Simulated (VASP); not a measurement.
Write the native input for VASP 6.6.1 that does the following.

* Task: relaxation of cell and atoms
* Functional: PBEsol
* Potentials or basis: VASP PAW PBE potentials, release 64 (Al, Ru_pv)
* Cutoff: 600 eV
* k mesh: 18 × 18 × 18
* Occupations: gaussian, width 0.1 eV
* Spin: no spin polarisation
* Dipole correction: no
* Further INCAR settings: ALGO = Fast; EDIFF = 1e-07; IBRION = 2; EDIFFG = -0.005; NSW = 100; ISIF = 3

The structure of Al2Ru lies in POSCAR:

```
Al2Ru
1.0
   -1.5604216200      1.5604216200      4.2218055900
    1.5604216200     -1.5604216200      4.2218055900
    1.5604216200      1.5604216200     -4.2218055900
Al Ru
2 1
Direct
    0.6592021900      0.6592021900      0.0000000000
    0.3407978100      0.3407978100      0.0000000000
    0.0000000000      0.0000000000      0.0000000000
```

These files were run (other wordings do the same):

INCAR

```
PREC = Accurate ; ENCUT = 600
EDIFF = 1E-7 ; ISMEAR = 0
SIGMA = 0.1 ; LREAL = False
LASPH = True ; NELM = 80
ALGO = Fast ; ISIF = 3
LWAVE = False ; LCHARG = False
GGA = PS ; IBRION = 2
NSW = 100 ; EDIFFG = -0.005
```

KPOINTS

```
Automatic mesh
0
Gamma
  18 18 18
```

Potentials or basis: VASP PAW PBE potentials, release 64 (Al, Ru_pv).

The run is started by

```sh
$ cat potpaw_PBE.64/Al/POTCAR potpaw_PBE.64/Ru_pv/POTCAR > POTCAR
$ mpirun -np 1 vasp_std > vasp.out
```

It gave:

```json
{
 "Relaxed volume": "13.68 Å³/atom",
 "Relaxed cell": "a = 4.755 Å, b = 4.755 Å, c = 4.755 Å, α = 141.68°, β = 141.68°, γ = 55.32°",
 "Space group after relaxing (to 0.1 Å)": "I4/mmm (No. 139)",
 "Energy gained by relaxing": "0.1 meV/atom",
 "Ionic steps": "10",
 "Pressure after relaxing": "0.0 GPa",
 "Band gap on the k mesh": "zero (bands 10 and 11 overlap by 0.18 eV)"
}
```

Caveat: the PAW data sets were made with another functional, which shifts forces and pressure a little.

It took 20 min on 1 thread of Intel(R) Xeon(R) 6975P-C (Granite Rapids), with other jobs on the host, peak memory 0.56 GiB.
